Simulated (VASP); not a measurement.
Here is a VASP 6.6.1 calculation.

File INCAR:

```
  PREC = Accurate
  ENCUT = 600
  EDIFF = 1E-6
  ISMEAR = 0
  SIGMA = 0.1
  LREAL = F
  LASPH = T
  NELM = 100
  ALGO = Normal
  ISIF = 3
  LWAVE = F
  LCHARG = F
  GGA = PE
  IBRION = 2
  NSW = 90
  EDIFFG = -0.04
```

File KPOINTS:

```
Automatic mesh
0
Gamma
  4 4 4
```

File POSCAR:

```
HfPdSe2
1.0
    4.2126986400      0.0000000000      0.0000000000
    0.0000000000      4.2126986400      0.0000000000
    0.0000000000      0.0000000000      5.9447871300
Hf Pd Se
1 1 2
Direct
    0.5000000000      0.5000000000      0.0000000000
    0.0000000000      0.0000000000      0.5000000000
    0.5000000000      0.0000000000      0.7684750000
    0.0000000000      0.5000000000      0.2315250000
```

Potentials or basis: VASP PAW PBE potentials, release 64 (Hf_pv, Pd, Se).

Launch:

```bash
$ cat potpaw_PBE.64/Hf_pv/POTCAR potpaw_PBE.64/Pd/POTCAR potpaw_PBE.64/Se/POTCAR > POTCAR
$ mpirun -np 1 vasp_std > vasp.out
```

(1) What does it give for the relaxed volume?

(2) Estimate the space group after relaxing (to 0.1 Å).

Answers

(1) 25.50 Å³/atom.

(2) P-4m2 (No. 115).
